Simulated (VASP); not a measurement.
Wanted: the native input for a VASP 6.6.1 run.

| Property | Result |
| --- | --- |
| Task | single point |
| Functional | revPBE |
| Potentials or basis | VASP PAW PBE potentials, release 64 (Ga_d) |
| Cutoff | 520 eV |
| k mesh | 13 × 13 × 11 |
| Occupations | fermi-dirac, width 0.1 eV |
| Spin | no spin polarisation |
| Dipole correction | no |
| Further INCAR settings | ALGO = Normal; EDIFF = 1e-06; NBANDS = 20 |

The structure of Ga lies in POSCAR:

```
Ga
1.0
    1.4401401310     -4.3917900460      0.0258486106
    1.4401401310      4.3917900460      0.0258486106
   -0.0600653612      0.0000000000      3.3613991312
Ga
2
Direct
    0.8677114022      0.1322885978      0.2500000000
    0.1322885978      0.8677114022      0.7500000000
```

This cell differs from its parent crystal: volume scaled by 1.08.

The input as run:

INCAR

```
SYSTEM = Ga
  ALGO = Normal
  EDIFF = 1E-6
  ENCUT = 520
  GGA = RE
  ISIF = 2
  ISMEAR = -1
  LASPH = .True.
  LCHARG = .False.
  LREAL = .False.
  LWAVE = .False.
  NBANDS = 20
  NELM = 60
  PREC = Accurate
  SIGMA = 0.1
```

KPOINTS

```
k-points
0
Gamma
  13 13 11
  0 0 0
```

Potentials or basis: VASP PAW PBE potentials, release 64 (Ga_d).

Run with:

```console
$ cat potpaw_PBE.64/Ga_d/POTCAR > POTCAR
$ mpirun -np 1 vasp_std > vasp.out
```

Results of the run:

```yaml
Pressure: -2.4 GPa
Largest_force: 0.019 eV/Å
Band_gap_on_the_k_mesh: zero (band 13 reaches 8.93 eV, above the bottom of band 14 at 1.33 eV)
```

Caveat: the PAW data sets were made with another functional, which shifts forces and pressure a little.

It took 5.8 min on 1 thread of Intel(R) Xeon(R) 6975P-C (Granite Rapids) (shared host), peak memory 0.45 GiB.
